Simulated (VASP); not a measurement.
## PbS: single point with PBE+D3(BJ)

PbS:

```xyz
2
Lattice="0.0000 2.8441 2.8441 2.8441 0.0000 2.8441 2.8441 2.8441 0.0000" Properties=species:S:1:pos:R:3 pbc="T T T"
Pb    0.0000    0.0000    0.0000
S     2.8441    2.8441    2.8441
```

```
Program             : VASP 6.6.1
Task                : single point
Functional          : PBE
Dispersion          : D3(BJ)
Potentials or basis : VASP PAW PBE potentials, release 64 (Pb_d, S)
Cutoff              : 520 eV
k mesh              : 10 × 10 × 10
Occupations         : gaussian, width 0.02 eV
Spin                : no spin polarisation
```

* Pressure: 9.4 GPa
* Band gap on the k mesh: 0.19 eV
* Dispersion energy per atom: -0.394 eV

Levels at points of the mesh, in eV from the valence-band top:
```
           k point  band 6  band 7  band 8  band 9  band 10  band 11  band 12  band 13  band 14  band 15
(0.00, 0.00, 0.00)  -14.84   -5.79   -2.85   -2.85    -2.85     5.59     5.59     5.59     6.37     6.37
(0.50, 0.00, 0.00)  -13.26   -9.69   -2.34   -2.34     0.00     0.19     1.63     1.63     8.80     9.86
(0.50, 0.50, 0.00)  -12.55   -7.43   -6.36   -4.33    -4.33     3.26     6.00     6.17     6.17    11.26
```

Run time: 53 s on 1 thread of AMD EPYC 7R13, with other jobs on the host, peak memory 0.17 GiB.

Caveat: the cell stands under pressure; spin-orbit coupling is left out, which moves the levels of the heavy elements. A k mesh can miss the band edges.
